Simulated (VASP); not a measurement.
# AlSe4 in VASP: single point with PBE

Aim: the single point of AlSe4 with PBE.

Program: VASP 6.6.1. These are calculated values, not measurements. Logs are shortened: lines on timing, memory, paths and dates and some standing lists are left out, and cuts for length are marked.

### Step 1. The cell of the first run

The typed cell holds 5 atoms: a = 5.534 Å, b = 5.534 Å, c = 5.534 Å, α = 119.16°, β = 119.16°, γ = 91.45°.

### Step 2. Single point, PBE

The input, INCAR:

```
SYSTEM = AlSe4
PREC = Accurate ; ENCUT = 520
EDIFF = 1E-6 ; ISMEAR = 0
SIGMA = 0.1 ; LREAL = .FALSE.
LASPH = .TRUE. ; NELM = 80
ALGO = Normal ; ISIF = 2
LWAVE = .FALSE. ; LCHARG = .FALSE.
GGA = PE ; NBANDS = 22
```

The input, KPOINTS:

```
Automatic mesh
0
G
  4 4 4
  0 0 0
```

The input, POSCAR:

```
AlSe4
1.0
   -2.8017158336      2.8017158336      3.8629754658
    2.8017158336     -2.8017158336      3.8629754658
    2.8017158336      2.8017158336     -3.8629754658
Al Se
1 4
Direct
    0.0000000000      0.0000000000      0.0000000000
    0.4999598406      0.5000401594      0.5000000000
    1.0000401594     -0.0000401594      0.5000000000
   -0.0000401594      0.4999598406     -0.0000803187
    0.5000401594      1.0000401594      1.0000803187
```

Potentials or basis: VASP PAW PBE potentials, release 64 (Al, Se).

Run with:

```console
cat potpaw_PBE.64/Al/POTCAR potpaw_PBE.64/Se/POTCAR > POTCAR
mpirun -np 1 vasp_std > vasp.out
```

OUTCAR:

```text
SYSTEM = AlSe4
   PREC = Accurate
   ENCUT = 520
   EDIFF = 1E-6
   ISMEAR = 0
   LREAL = .FALSE.
   LASPH = .TRUE.
   NELM = 80
   ISIF = 2
   GGA = PE

 ion  position               nearest neighbor table
   1  0.000  0.000  0.000-   4 2.77   5 2.77   2 2.77   2 2.77   3 2.77   3 2.77   4 2.77   5 2.77

   2  0.500  0.500  0.500-   1 2.77   1 2.77
   3  0.000  1.000  0.500-   1 2.77   1 2.77
   4  1.000  0.500  1.000-   1 2.77   1 2.77
   5  0.500  0.000  0.000-   1 2.77   1 2.77

  LATTYP: Found a body centered tetragonal cell.
 ALAT       =     5.6034316672
 C/A-ratio  =     1.3787891761

  Lattice vectors:

 A1 = (  -2.8017158336,   2.8017158336,   3.8629754658)
 A2 = (   2.8017158336,  -2.8017158336,   3.8629754658)
 A3 = (   2.8017158336,   2.8017158336,  -3.8629754658)

Analysis of symmetry for initial positions (statically):
=====================================================================
 Subroutine PRICEL returns:
 Original cell was already a primitive cell.

 Routine SETGRP: Setting up the symmetry group for a
 body centered tetragonal supercell.

 Subroutine GETGRP returns: Found  8 space group operations
 (whereof  8 operations were pure point group operations)
 out of a pool of 16 trial point group operations.

The static configuration has the point symmetry D_4 .

Analysis of symmetry for dynamics (positions and initial velocities):
=====================================================================
 Subroutine PRICEL returns:
 Original cell was already a primitive cell.

 Routine SETGRP: Setting up the symmetry group for a
 body centered tetragonal supercell.

 Subroutine GETGRP returns: Found  8 space group operations
 (whereof  8 operations were pure point group operations)
 out of a pool of 16 trial point group operations.

The dynamic configuration has the point symmetry D_4 .

 Subroutine INISYM returns: Found  8 space group operations
 (whereof  8 operations are pure point group operations),
 and found     1 'primitive' translations

----------------------------------------------------------------------------------------

                                     Primitive cell

  volume of cell :     121.2914

  direct lattice vectors                    reciprocal lattice vectors
    -2.801715834  2.801715834  3.862975466     0.000000000  0.178462067  0.129433905
     2.801715834 -2.801715834  3.862975466     0.178462067  0.000000000  0.129433905
     2.801715834  2.801715834 -3.862975466     0.178462067  0.178462067  0.000000000

  length of vectors
     5.533697017  5.533697017  5.533697017     0.220458262  0.220458262  0.252383476

  position of ions in fractional coordinates (direct lattice)
     0.000000000  0.000000000  0.000000000
     0.499959841  0.500040159  0.500000000
     0.000040159  0.999959841  0.500000000
     0.999959841  0.499959841  0.999919681
     0.500040159  0.000040159  0.000080319

  ion indices of the primitive-cell ions
   primitive index   ion index
                 1           1
                 2           2
                 3           3
                 4           4
                 5           5

----------------------------------------------------------------------------------------

 KPOINTS: Automatic mesh

Automatic generation of k-mesh.
 Grid dimensions read from file:
 generate k-points for:    4    4    4

 Generating k-lattice:

  Cartesian coordinates                     Fractional coordinates (reciprocal lattice)
     0.000000000  0.044615517  0.032358476     0.250000000  0.000000000  0.000000000
     0.044615517  0.000000000  0.032358476     0.000000000  0.250000000  0.000000000
     0.044615517  0.044615517  0.000000000     0.000000000  0.000000000  0.250000000

  Length of vectors
     0.055114566  0.055114566  0.063095869

  Shift w.r.t. Gamma in fractional coordinates (k-lattice)
     0.000000000  0.000000000  0.000000000

 Subroutine IBZKPT returns following result:
 ===========================================

 Found     13 irreducible k-points:

 Following reciprocal coordinates:
            Coordinates               Weight
  0.000000  0.000000  0.000000      1.000000
  0.250000  0.000000  0.000000      8.000000
  0.500000  0.000000  0.000000      4.000000
  0.250000  0.250000  0.000000      8.000000
  0.500000  0.250000  0.000000     16.000000
 -0.250000  0.250000  0.000000      4.000000
  0.500000  0.500000  0.000000      2.000000
  0.250000  0.250000  0.250000      2.000000
 -0.250000  0.250000  0.250000      4.000000
  0.500000  0.500000  0.250000      4.000000
 -0.250000  0.500000  0.250000      8.000000
 -0.250000 -0.250000  0.250000      2.000000
  0.500000  0.500000  0.500000      1.000000
   k-points           NKPTS =     13   k-points in BZ     NKDIM =     13   number of bands    NBANDS=     22
   number of dos      NEDOS =    301   number of ions     NIONS =      5
   total plane-waves  NPLWV =  74088
   dimension x,y,z NGX =    42 NGY =   42 NGZ =   42
   dimension x,y,z NGXF=    84 NGYF=   84 NGZF=   84
   ions per type =               1   4
   NGX,Y,Z   is equivalent  to a cutoff of  12.62, 12.62, 12.62 a.u.
   NGXF,Y,Z  is equivalent  to a cutoff of  25.24, 25.24, 25.24 a.u.
 SYSTEM =  AlSe4
   PREC   = accura    normal or accurate (medium, high low for compatibility)
   ISTART =      0    job   : 0-new  1-cont  2-samecut
   ICHARG =      2    charge: 1-file 2-atom 10-const
   ISPIN  =      1    spin polarized calculation?
   LNONCOLLINEAR =      F non collinear calculations
   LSORBIT =      F    spin-orbit coupling
   LASPH  =      T    aspherical Exc in radial PAW
   ENCUT  =  520.0 eV  38.22 Ry    6.18 a.u.  10.29 10.29 10.29*2*pi/ulx,y,z
   NELM   =     80;   NELMIN=  2; NELMDL= -5     # of ELM steps
   EDIFF  = 0.1E-05   stopping-criterion for ELM
   LREAL  =      F    real-space projection
   EDIFFG = 0.1E-04   stopping-criterion for IOM
   NSW    =      0    number of steps for IOM
   IBRION =     -1    ionic relax: 0-MD 1-quasi-New 2-CG
   NFREE  =      0    steps in history (QN), initial steepest desc. (CG)
   ISIF   =      2    stress and relaxation
   ISYM   =      2    0-nonsym 1-usesym 2-fastsym
   POTIM  = 0.5000    time-step for ionic-motion
   TEBEG  =    0.0;   TEEND  =   0.0 temperature during run
   PSTRESS=    0.0 pullay stress
   NELECT =      27.0000    total number of electrons
   NUPDOWN=      -1.0000    fix difference up-down
   EMIN   =  10.00;   EMAX   =-10.00  energy-range for DOS
   EFERMI =   0.00;   METHOD = LEGACY
   ISMEAR =     0;   SIGMA  =   0.10  broadening in eV -4-tet -1-fermi 0-gaus
   EFERMI_NEDOS =   21; number of points for ismear=-14 and -15
   IALGO  =     38    algorithm
   IMIX   =      4    mixing-type and parameters
     AMIX     =   0.40;   BMIX     =  1.00
     AMIX_MAG =   1.60;   BMIX_MAG =  1.00
  volume/ion in A,a.u.               =      24.26       163.70
  Fermi-wavevector in a.u.,A,eV,Ry     =   0.992170  1.874929 13.393590  0.984401
  Thomas-Fermi vector in A             =   2.123963
   LORBIT       =      0    0 simple, 1 ext, 2 COOP (PROOUT), +10 PAW based schemes
   GGA     = PE    functional components
   LHFCALC =     F    Hartree Fock is set to
   AEXX    =    0.0000 exact exchange contribution
   IVDW    =     0    specifies the selected vdW correction
   LEPSILON=     F    determine dielectric tensor
   LRPA    =     F    only Hartree local field effects (RPA)
 non-spin polarized calculation
 Gauss-broadening in eV      SIGMA  =   0.10
  energy-cutoff  :      520.00
  volume of cell :      121.29
 maximum number of plane-waves:      3287
 NGX is ok and might be reduce to    42
   NGX = 21   NGY = 21   NGZ = 21

 number of electron      27.0000000 magnetization

 Free energy of the ion-electron system (eV)
  ---------------------------------------------------
  ext. energy  EPLUGINS =         0.00000000
  ---------------------------------------------------
  free energy    TOTEN  =       -17.70373872 eV

  energy without entropy =      -17.68088202  energy(sigma->0) =      -17.69231037

 E-fermi :   4.1065     XC(G=0):  -9.1817

 val. band max:        4.0712759972   @ k =  -0.2500   0.2500   0.0000
 cond. band min:       4.1417262828   @ k =   0.2500   0.2500   0.0000
 fundamental gap:      0.0704502856
 Fermi energy:         4.1065027477

 k-point     1 :       0.0000    0.0000    0.0000
  band No.  band energies     occupation
      1     -11.5374      2.00000
      2      -8.8747      2.00000
      3      -8.8747      2.00000
      4      -6.8189      2.00000
      5      -3.1641      2.00000
      6      -2.0202      2.00000
[... 14 lines left out ...]
     21      11.5722      0.00000
     22      11.5722      0.00000

 k-point     2 :       0.2500    0.0000    0.0000
  band No.  band energies     occupation
      1     -11.2504      2.00000
      2      -9.4305      2.00000
      3      -8.6851      2.00000
      4      -7.3084      2.00000
      5      -2.8749      2.00000
      6      -1.7193      2.00000
[... 14 lines left out ...]
     21       9.0557      0.00000
     22      10.0670      0.00000

 k-point     3 :       0.5000    0.0000    0.0000
  band No.  band energies     occupation
      1     -10.5014      2.00000
      2     -10.4110      2.00000
      3      -8.1453      2.00000
      4      -8.0995      2.00000
      5      -2.6807      2.00000
      6      -2.1395      2.00000
[... 14 lines left out ...]
     21      10.1286      0.00000
     22      10.6916      0.00000
[... 201 lines left out ...]
 k-point    12 :      -0.2500   -0.2500    0.2500
  band No.  band energies     occupation
      1     -11.3622      2.00000
      2      -9.0227      2.00000
      3      -9.0227      2.00000
      4      -6.6983      2.00000
      5      -3.8739      2.00000
      6      -2.2117      2.00000
[... 14 lines left out ...]
     21       8.3431      0.00000
     22       9.8900      0.00000

 k-point    13 :       0.5000    0.5000    0.5000
  band No.  band energies     occupation
      1     -11.1667      2.00000
      2      -9.1595      2.00000
      3      -9.1595      2.00000
      4      -6.5693      2.00000
      5      -4.5119      2.00000
      6      -2.3851      2.00000
[... 14 lines left out ...]
     21       9.6262      0.00000
     22      11.2252      0.00000

------------------------ aborting loop because EDIFF is reached ----------------------------------------

  FORCE on cell =-STRESS in cart. coord.  units (eV):
  Direction    XX          YY          ZZ          XY          YZ          ZX
  --------------------------------------------------------------------------------------
  -------------------------------------------------------------------------------------
  Total        0.1031017      0.1031017      0.0856090      0.0000000      0.0000000      0.0000000
  in kB        1.3619032      1.3619032      1.1308363      0.0000000      0.0000000      0.0000000
  external PRESSURE =       1.2848809 kB  Pullay stress =       0.0000000 kB

 VOLUME and BASIS-vectors are now :
 -----------------------------------------------------------------------------
  energy-cutoff  :      520.00
  volume of cell :      121.29
      direct lattice vectors                 reciprocal lattice vectors
    -2.801715834  2.801715834  3.862975466     0.000000000  0.178462067  0.129433905
     2.801715834 -2.801715834  3.862975466     0.178462067  0.000000000  0.129433905
     2.801715834  2.801715834 -3.862975466     0.178462067  0.178462067  0.000000000

 POSITION                                       TOTAL-FORCE (eV/Angst)
 -----------------------------------------------------------------------------------
      0.00000      0.00000      0.00000        -0.000000      0.000000      0.000000
      1.40108      1.40063      1.93149        -0.000317      0.000317      0.000000
      4.20235     -1.40063      1.93149         0.000317     -0.000317      0.000000
      1.40063      4.20235      1.93149         0.000317      0.000317      0.000000
     -1.40063      1.40108      1.93149        -0.000317     -0.000317     -0.000000
 -----------------------------------------------------------------------------------
    total drift:                               -0.000000      0.000000      0.000000

  FREE ENERGIE OF THE ION-ELECTRON SYSTEM (eV)
  ---------------------------------------------------
  free  energy   TOTEN  =       -17.7037387187 eV

  energy  without entropy=      -17.6808820208  energy(sigma->0) =      -17.69231037
```

Run time: 32 s. Hardware: 1 thread of Intel Xeon Platinum 8375C at 2.90GHz (Ice Lake), shared host; peak memory 0.25 GiB.

Results:

* Free energy: -17.7037 eV
* Pressure: 0.1 GPa

Caveat: the k points lie up to 0.40 Å⁻¹ apart.
